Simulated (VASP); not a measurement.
# Bi2Se3 (R-3m) in VASP: notebook

Bi2Se3 is run at these levels: PBE; tasks: single point.

All numbers are computed with VASP 6.6.1; they aren't measurements. Logs are shortened: lines on timing, memory, paths and dates and some standing lists are left out, and cuts for length are marked.

## 1. The cell of the first run

The structure is trigonal, space group R-3m (No. 166). Conventional cell: a = 3.935 Å, b = 3.935 Å, c = 30.825 Å, α = 90.00°, β = 90.00°, γ = 120.00°. Within 3.7 Å of Bi (site symmetry 3m) lie 6 Se at 2.81 to 3.04 Å. Se (site symmetry 3m) has 3 Bi at 2.81 Å and 9 Se at 3.71 to 3.94 Å within 4.0 Å. Se (site symmetry -3m) has 6 Bi at 3.04 Å and 6 Se at 3.94 Å within 4.0 Å.

## 2. Single point, PBE (epitaxial xy strain -5.0%)

Contents of INCAR:

```
PREC = Accurate ; ENCUT = 520
EDIFF = 1E-6 ; ISMEAR = -1
SIGMA = 0.02 ; LREAL = False
LASPH = True ; NELM = 80
ALGO = Normal ; ISIF = 2
LWAVE = False ; LCHARG = True
GGA = PE ; LELF = True
LVHAR = True ; NBANDS = 32
```

Contents of KPOINTS:

```
regular mesh
0
Gamma
  8 8 8
```

Contents of POSCAR:

```
Bi2Se3
1.0
    1.9676243906      1.1360084716     10.2750635928
   -1.9676243906      1.1360084716     10.2750635928
    0.0000000000     -2.2720169432     10.2750635928
Bi Se
2 3
Direct
    0.3987598102      0.3987598102      0.3987598102
    0.6012401898      0.6012401898      0.6012401898
    0.2141433924      0.2141433924      0.2141433924
    0.7858566076      0.7858566076      0.7858566076
    0.0000000000      0.0000000000      0.0000000000
```

Potentials or basis: VASP PAW PBE potentials, release 64 (Bi_d, Se).

The run is started by

```console
$ cat potpaw_PBE.64/Bi_d/POTCAR potpaw_PBE.64/Se/POTCAR > POTCAR
$ mpirun -np 1 vasp_std > vasp.out
```

OUTCAR:

```text
PREC = Accurate
   ENCUT = 520
   EDIFF = 1E-6
   ISMEAR = -1
   LREAL = False
   LASPH = True
   NELM = 80
   ISIF = 2
   GGA = PE

 ion  position               nearest neighbor table
   1  0.399  0.399  0.399-   4 2.81   4 2.81   4 2.81   5 3.04   5 3.04   5 3.04
   2  0.601  0.601  0.601-   3 2.81   3 2.81   3 2.81   5 3.04   5 3.04   5 3.04
   3  0.214  0.214  0.214-   2 2.81   2 2.81   2 2.81
   4  0.786  0.786  0.786-   1 2.81   1 2.81   1 2.81
   5  0.000  0.000  0.000-   2 3.04   2 3.04   1 3.04   1 3.04   2 3.04   1 3.04

  LATTYP: Found a trigonal (rhomboedric) cell.
 ALAT       =    10.5232596103
 COS(alpha) =     0.9300780034

  Lattice vectors:

 A1 = (   1.9676243906,   1.1360084716,  10.2750635928)
 A2 = (  -1.9676243906,   1.1360084716,  10.2750635928)
 A3 = (   0.0000000000,  -2.2720169432,  10.2750635928)

Analysis of symmetry for initial positions (statically):
=====================================================================
 Subroutine PRICEL returns:
 Original cell was already a primitive cell.

 Routine SETGRP: Setting up the symmetry group for a
 trigonal (rhombohedral) supercell.

 Subroutine GETGRP returns: Found 12 space group operations
 (whereof 12 operations were pure point group operations)
 out of a pool of 12 trial point group operations.

The static configuration has the point symmetry D_3d.

Analysis of symmetry for dynamics (positions and initial velocities):
=====================================================================
 Subroutine PRICEL returns:
 Original cell was already a primitive cell.

 Routine SETGRP: Setting up the symmetry group for a
 trigonal (rhombohedral) supercell.

 Subroutine GETGRP returns: Found 12 space group operations
 (whereof 12 operations were pure point group operations)
 out of a pool of 12 trial point group operations.

The dynamic configuration has the point symmetry D_3d.

 Subroutine INISYM returns: Found 12 space group operations
 (whereof 12 operations are pure point group operations),
 and found     1 'primitive' translations

----------------------------------------------------------------------------------------

                                     Primitive cell

  volume of cell :     137.8033

  direct lattice vectors                    reciprocal lattice vectors
     1.967624391  1.136008472 10.275063593     0.254113540  0.146712521  0.032441000
    -1.967624391  1.136008472 10.275063593    -0.254113540  0.146712521  0.032441000
     0.000000000 -2.272016943 10.275063593     0.000000000 -0.293425042  0.032441000

  length of vectors
    10.523259610 10.523259610 10.523259610     0.295212929  0.295212929  0.295212929

  position of ions in fractional coordinates (direct lattice)
     0.398759810  0.398759810  0.398759810
     0.601240190  0.601240190  0.601240190
     0.214143392  0.214143392  0.214143392
     0.785856608  0.785856608  0.785856608
     0.000000000  0.000000000  0.000000000

  ion indices of the primitive-cell ions
   primitive index   ion index
                 1           1
                 2           2
                 3           3
                 4           4
                 5           5

----------------------------------------------------------------------------------------

 KPOINTS: regular mesh

Automatic generation of k-mesh.
 Grid dimensions read from file:
 generate k-points for:    8    8    8

 Generating k-lattice:

  Cartesian coordinates                     Fractional coordinates (reciprocal lattice)
     0.031764193  0.018339065  0.004055125     0.125000000  0.000000000  0.000000000
    -0.031764193  0.018339065  0.004055125     0.000000000  0.125000000  0.000000000
     0.000000000 -0.036678130  0.004055125     0.000000000  0.000000000  0.125000000

  Length of vectors
     0.036901616  0.036901616  0.036901616

  Shift w.r.t. Gamma in fractional coordinates (k-lattice)
     0.000000000  0.000000000  0.000000000

 Subroutine IBZKPT returns following result:
 ===========================================

 Found     65 irreducible k-points:

 Following reciprocal coordinates:
            Coordinates               Weight
  0.000000  0.000000  0.000000      1.000000
  0.125000 -0.000000  0.000000      6.000000
  0.250000 -0.000000  0.000000      6.000000
  0.375000 -0.000000  0.000000      6.000000
  0.500000 -0.000000  0.000000      3.000000
  0.125000  0.125000  0.000000      6.000000
[... 16 lines left out ...]
  0.250000  0.125000  0.125000      6.000000
  0.375000  0.125000  0.125000      6.000000
 [... further k-points ...]
   k-points           NKPTS =     65   k-points in BZ     NKDIM =     65   number of bands    NBANDS=     32
   number of dos      NEDOS =    301   number of ions     NIONS =      5
   total plane-waves  NPLWV = 512000
   dimension x,y,z NGX =    80 NGY =   80 NGZ =   80
   dimension x,y,z NGXF=   160 NGYF=  160 NGZF=  160
   ions per type =               2   3
   NGX,Y,Z   is equivalent  to a cutoff of  12.64, 12.64, 12.64 a.u.
   NGXF,Y,Z  is equivalent  to a cutoff of  25.28, 25.28, 25.28 a.u.
 SYSTEM =  unknown system
   PREC   = accura    normal or accurate (medium, high low for compatibility)
   ISTART =      0    job   : 0-new  1-cont  2-samecut
   ICHARG =      2    charge: 1-file 2-atom 10-const
   ISPIN  =      1    spin polarized calculation?
   LNONCOLLINEAR =      F non collinear calculations
   LSORBIT =      F    spin-orbit coupling
   LASPH  =      T    aspherical Exc in radial PAW
   ENCUT  =  520.0 eV  38.22 Ry    6.18 a.u.  19.57 19.57 19.57*2*pi/ulx,y,z
   NELM   =     80;   NELMIN=  2; NELMDL= -5     # of ELM steps
   EDIFF  = 0.1E-05   stopping-criterion for ELM
   LREAL  =      F    real-space projection
   EDIFFG = 0.1E-04   stopping-criterion for IOM
   NSW    =      0    number of steps for IOM
   IBRION =     -1    ionic relax: 0-MD 1-quasi-New 2-CG
   NFREE  =      0    steps in history (QN), initial steepest desc. (CG)
   ISIF   =      2    stress and relaxation
   ISYM   =      2    0-nonsym 1-usesym 2-fastsym
   POTIM  = 0.5000    time-step for ionic-motion
   TEBEG  =    0.0;   TEEND  =   0.0 temperature during run
   PSTRESS=    0.0 pullay stress
   NELECT =      48.0000    total number of electrons
   NUPDOWN=      -1.0000    fix difference up-down
   EMIN   =  10.00;   EMAX   =-10.00  energy-range for DOS
   EFERMI =   0.00;   METHOD = LEGACY
   ISMEAR =    -1;   SIGMA  =   0.02  broadening in eV -4-tet -1-fermi 0-gaus
   EFERMI_NEDOS =   21; number of points for ismear=-14 and -15
   IALGO  =     38    algorithm
   IMIX   =      4    mixing-type and parameters
     AMIX     =   0.40;   BMIX     =  1.00
     AMIX_MAG =   1.60;   BMIX_MAG =  1.00
  volume/ion in A,a.u.               =      27.56       185.99
  Fermi-wavevector in a.u.,A,eV,Ry     =   1.151866  2.176712 18.052155  1.326796
  Thomas-Fermi vector in A             =   2.288521
   LORBIT       =      0    0 simple, 1 ext, 2 COOP (PROOUT), +10 PAW based schemes
   GGA     = PE    functional components
   LHFCALC =     F    Hartree Fock is set to
   AEXX    =    0.0000 exact exchange contribution
   IVDW    =     0    specifies the selected vdW correction
   LEPSILON=     F    determine dielectric tensor
   LRPA    =     F    only Hartree local field effects (RPA)
 non-spin polarized calculation
  energy-cutoff  :      520.00
  volume of cell :      137.80
 maximum number of plane-waves:      3765
 NGX is ok and might be reduce to    80
   NGX = 39   NGY = 39   NGZ = 39

 number of electron      48.0000004 magnetization

 Free energy of the ion-electron system (eV)
  ---------------------------------------------------
  ext. energy  EPLUGINS =         0.00000000
  ---------------------------------------------------
  free energy    TOTEN  =       -19.87495006 eV

  energy without entropy =      -19.87495006  energy(sigma->0) =      -19.87495006

 E-fermi :   5.7412     XC(G=0):  -9.6065

 val. band max:        5.4362341499   @ k =   0.0000   0.0000   0.0000
 cond. band min:       6.0933991666   @ k =   0.5000   0.1250   0.1250
 fundamental gap:      0.6571650167
 Fermi energy:         5.7412151751

 k-point     1 :       0.0000    0.0000    0.0000
  band No.  band energies     occupation
      1     -17.8893      2.00000
      2     -17.8893      2.00000
      3     -17.8882      2.00000
      4     -17.8882      2.00000
      5     -17.8554      2.00000
      6     -17.8522      2.00000
[... 24 lines left out ...]
     31      10.7442      0.00000
     32      12.6456      0.00000

 k-point     2 :       0.1250   -0.0000    0.0000
  band No.  band energies     occupation
      1     -17.8915      2.00000
      2     -17.8901      2.00000
      3     -17.8825      2.00000
      4     -17.8814      2.00000
      5     -17.8517      2.00000
      6     -17.8484      2.00000
[... 24 lines left out ...]
     31      10.8610      0.00000
     32      11.6080      0.00000

 k-point     3 :       0.2500   -0.0000    0.0000
  band No.  band energies     occupation
      1     -17.8987      2.00000
      2     -17.8964      2.00000
      3     -17.8666      2.00000
      4     -17.8656      2.00000
      5     -17.8553      2.00000
      6     -17.8517      2.00000
[... 24 lines left out ...]
     31       9.9166      0.00000
     32      11.8382      0.00000

 k-point     4 :       0.3750   -0.0000    0.0000
  band No.  band energies     occupation
      1     -17.9078      2.00000
      2     -17.9042      2.00000
      3     -17.8649      2.00000
      4     -17.8604      2.00000
      5     -17.8537      2.00000
      6     -17.8519      2.00000
[... 654 lines left out ...]
     31      10.7421      0.00000
     32      12.3884      0.00000

 k-point    23 :       0.2500    0.1250    0.1250
  band No.  band energies     occupation
      1     -17.8915      2.00000
      2     -17.8901      2.00000
      3     -17.8825      2.00000
      4     -17.8814      2.00000
      5     -17.8517      2.00000
      6     -17.8484      2.00000
[... 24 lines left out ...]
     31      10.8217      0.00000
     32      11.6950      0.00000

 k-point    24 :       0.3750    0.1250    0.1250
  band No.  band energies     occupation
      1     -17.8987      2.00000
      2     -17.8964      2.00000
      3     -17.8667      2.00000
      4     -17.8656      2.00000
      5     -17.8553      2.00000
      6     -17.8517      2.00000
[... 24 lines left out ...]
     31       9.9263      0.00000
     32      11.8365      0.00000

 [... further k-points ...]

------------------------ aborting loop because EDIFF is reached ----------------------------------------

  FORCE on cell =-STRESS in cart. coord.  units (eV):
  Direction    XX          YY          ZZ          XY          YZ          ZX
  --------------------------------------------------------------------------------------
  -------------------------------------------------------------------------------------
  Total        6.2266468      6.2266468      2.1255590      0.0000000      0.0000000      0.0000000
  in kB       72.3944512     72.3944512     24.7129289      0.0000000      0.0000000      0.0000000
  external PRESSURE =      56.5006104 kB  Pullay stress =       0.0000000 kB

 VOLUME and BASIS-vectors are now :
 -----------------------------------------------------------------------------
  energy-cutoff  :      520.00
  volume of cell :      137.80
      direct lattice vectors                 reciprocal lattice vectors
     1.967624391  1.136008472 10.275063593     0.254113540  0.146712521  0.032441000
    -1.967624391  1.136008472 10.275063593    -0.254113540  0.146712521  0.032441000
     0.000000000 -2.272016943 10.275063593     0.000000000 -0.293425042  0.032441000

 POSITION                                       TOTAL-FORCE (eV/Angst)
 -----------------------------------------------------------------------------------
      0.00000      0.00000     12.29185         0.000000      0.000000     -0.139124
      0.00000      0.00000     18.53334         0.000000     -0.000000      0.139124
      0.00000      0.00000      6.60101         0.000000     -0.000000     -0.220308
      0.00000      0.00000     24.22418         0.000000     -0.000000      0.220308
      0.00000      0.00000      0.00000         0.000000     -0.000000     -0.000000
 -----------------------------------------------------------------------------------
    total drift:                                0.000000      0.000000     -0.000000

  FREE ENERGIE OF THE ION-ELECTRON SYSTEM (eV)
  ---------------------------------------------------
  free  energy   TOTEN  =       -19.8749500632 eV

  energy  without entropy=      -19.8749500625  energy(sigma->0) =      -19.87495006
```

It took 13 min on 1 thread of Intel Xeon 6975P-C (Granite Rapids), shared host; peak memory 1 GiB.

Results:

- Free energy: -19.8750 eV
- Pressure: 5.7 GPa
- Largest force: 0.220 eV/Å
- Band gap on the k mesh: 0.66 eV (least direct gap 0.67 eV)

Forces on the atoms (eV/Å):
```
Bi   0.000  0.000 -0.139
Bi   0.000  0.000  0.139
Se   0.000  0.000 -0.220
Se   0.000  0.000  0.220
Se   0.000  0.000  0.000
```

Caveat: the cell differs from its parent crystal (epitaxial xy strain -5.0%); the cell stands under pressure; spin-orbit coupling is left out, which moves the levels of the heavy elements.

(Part 1 of 2 ends here.)
